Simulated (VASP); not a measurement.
Crystal: SnPb3O4.

```
CELL_PARAMETERS angstrom
3.96304 0.00000 0.00000
0.00000 3.96304 0.00000
0.00000 0.00000 10.01529
ATOMIC_POSITIONS crystal
Sn 0.00000 0.00000 0.11755
Pb 0.00000 0.00000 0.61755
Pb 0.50000 0.50000 0.38245
Pb 0.50000 0.50000 0.88245
O 0.00000 0.50000 0.00000
O 0.00000 0.50000 0.50000
O 0.50000 0.00000 0.00000
O 0.50000 0.00000 0.50000
```

```yaml
Program: VASP 6.6.1
Task: relaxation of cell and atoms
Functional: PBE
Potentials_or_basis: VASP PAW PBE potentials, release 64 (Sn_d, Pb_d, O)
Cutoff: 600 eV
k_mesh: 4 × 4 × 2
Occupations: gaussian, width 0.1 eV
Spin: no spin polarisation
```

At the start: pressure 3.2 GPa; volume 19.66 Å³/atom.

Problem. Where does the relaxation end?

Solution. Over 15 steps the energy falls by 22.5 meV/atom and the volume is 21.74 Å³/atom (+10.6 %); space group P4mm (No. 99, to 0.1 Å) before and after.

Step by step:
```csv
step,energy change (eV),largest force (eV/Å),pressure (GPa),volume (Å³)
1,0.0000,0.8422,3.21,157.30
2,-0.0909,0.7419,-2.08,166.43
3,-0.1133,0.7731,-0.61,163.51
4,-0.1441,0.1996,0.14,163.29
5,-0.1450,0.1795,0.30,163.25
6,-0.1502,0.1116,0.21,164.10
7,-0.1557,0.2834,0.03,166.20
8,-0.1591,0.2521,0.03,166.72
9,-0.1675,0.1554,0.00,168.27
10,-0.1762,0.0613,0.00,171.37
11,-0.1769,0.1249,0.02,172.42
12,-0.1794,0.0527,-0.09,173.34
13,-0.1800,0.0493,-0.18,174.11
14,-0.1802,0.0575,0.14,173.77
15,-0.1803,0.0257,0.01,173.92
```

Final structure:
```
Sn Pb O
1.0
     4.00289    0.00000    0.00000
     0.00000    4.00289    0.00000
     0.00000    0.00000   10.85440
Sn Pb O
1 3 4
Direct
  0.00000 0.00000 0.10521
  0.00000 0.00000 0.60890
  0.50000 0.50000 0.38579
  0.50000 0.50000 0.89041
  0.00000 0.50000 0.00502
  0.00000 0.50000 0.49982
  0.50000 0.00000 0.00502
  0.50000 0.00000 0.49982
```
